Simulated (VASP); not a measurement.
A run of VASP 6.6.1 is set up as follows.

File INCAR:

```
SYSTEM = TiC
  PREC = Accurate
  ENCUT = 520
  EDIFF = 1E-6
  ISMEAR = 0
  SIGMA = 0.1
  LREAL = .False.
  LASPH = .True.
  NELM = 80
  ALGO = Normal
  ISIF = 2
  LWAVE = .False.
  LCHARG = .True.
  GGA = PE
  LELF = .True.
  LVHAR = .True.
  NBANDS = 15
```

File KPOINTS:

```
regular mesh
0
Gamma
  22 22 22
  0 0 0
```

File POSCAR:

```
TiC
1.0
    0.0000000000      2.1663653895      2.1663653895
    2.1663653895      0.0000000000      2.1663653895
    2.1663653895      2.1663653895      0.0000000000
Ti C
1 1
Direct
    0.5000000000      0.5000000000      0.5000000000
    0.0000000000      0.0000000000      0.0000000000
```

Potentials or basis: VASP PAW PBE potentials, release 64 (Ti_sv, C).

Command:

```console
$ cat potpaw_PBE.64/Ti_sv/POTCAR potpaw_PBE.64/C/POTCAR > POTCAR
$ mpirun -np 1 vasp_std > vasp.out
```

**Question.** Estimate the pressure.

**Answer.** 0.2 GPa.

**Question.** Predict the band gap on the k mesh.

**Answer.** Zero (bands 8 and 9 overlap by 1.10 eV).
